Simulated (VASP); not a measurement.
Here is a VASP 6.6.1 calculation.

Contents of INCAR:

```
PREC = Accurate
ENCUT = 520
EDIFF = 1E-6
ISMEAR = -1
SIGMA = 0.05
LREAL = False
LASPH = True
NELM = 60
ALGO = Fast
ISIF = 2
LWAVE = False
LCHARG = False
NBANDS = 22
```

File KPOINTS:

```
regular mesh
0
Gamma
  6 6 9
```

The input POSCAR:

```
Bi
1.0
    3.5570192531     -3.1940166960      0.0000000000
    3.5570192531      3.1940166960      0.0000000000
   -1.2849517653      0.0000000000      3.1746155033
Bi
2
Direct
    0.7530610000      0.7530610000      0.8573820000
    0.2469390000      0.2469390000      0.1426180000
```

Potentials or basis: VASP PAW LDA potentials, release 64 (Bi_d).

Command:

```sh
$ cat potpaw_LDA.64/Bi_d/POTCAR > POTCAR
$ mpirun -np 1 vasp_std > vasp.out
```

Problem. What does it give for the pressure?

Solution. -5.7 GPa.

Problem. What does it give for the band gap on the k mesh?

Solution. Zero (band 15 reaches 8.80 eV, above the bottom of band 16 at 4.29 eV).

Problem. Predict the largest force.

Solution. 0.157 eV/Å.

Stress tensor (GPa, compression positive):
```
-5.52  0.00 -0.18
 0.00 -6.33  0.00
-0.18  0.00 -5.18
```

Caveat: spin-orbit coupling is left out, which moves the levels of the heavy elements.
